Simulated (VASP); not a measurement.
Write the native input for VASP 6.6.1 that does the following.

* Task: single point
* Functional: PBE
* Potentials or basis: VASP PAW PBE potentials, release 64 (Zn)
* Cutoff: 520 eV
* k mesh: 9 × 9 × 6
* Occupations: gaussian, width 0.1 eV
* Spin: no spin polarisation
* Dipole correction: no
* Further INCAR settings: ALGO = Normal; EDIFF = 1e-06; NBANDS = 19

The structure of Zn lies in POSCAR:

```
Zn
1.0
    3.8110000000      0.0000000000      0.0000000000
   -1.9055000000      3.3004228138      0.0000000000
    0.0000000000      0.0000000000      6.2340000000
Zn
2
Direct
    0.3333333333      0.6666666667      0.0000000000
    0.6666666667      0.3333333333      0.5000000000
```

These files were run (other wordings do the same):

INCAR

```
PREC = Accurate
ENCUT = 520
EDIFF = 1E-6
ISMEAR = 0
SIGMA = 0.1
LREAL = False
LASPH = True
NELM = 100
ALGO = Normal
ISIF = 2
LWAVE = False
LCHARG = True
GGA = PE
LELF = True
LVHAR = True
NBANDS = 19
```

KPOINTS

```
regular mesh
0
Gamma
  9 9 6
```

Potentials or basis: VASP PAW PBE potentials, release 64 (Zn).

Run with:

```console
$ cat potpaw_PBE.64/Zn/POTCAR > POTCAR
$ mpirun -np 1 vasp_std > vasp.out
```

Results of the run:

- Pressure: -2.2 GPa
- Band gap on the k mesh: 0.70 eV, indirect (least direct gap 1.68 eV)

Wall time 34 s on 1 thread of Intel(R) Xeon(R) Platinum 8488C (Sapphire Rapids) (shared host), peak memory 0.21 GiB.
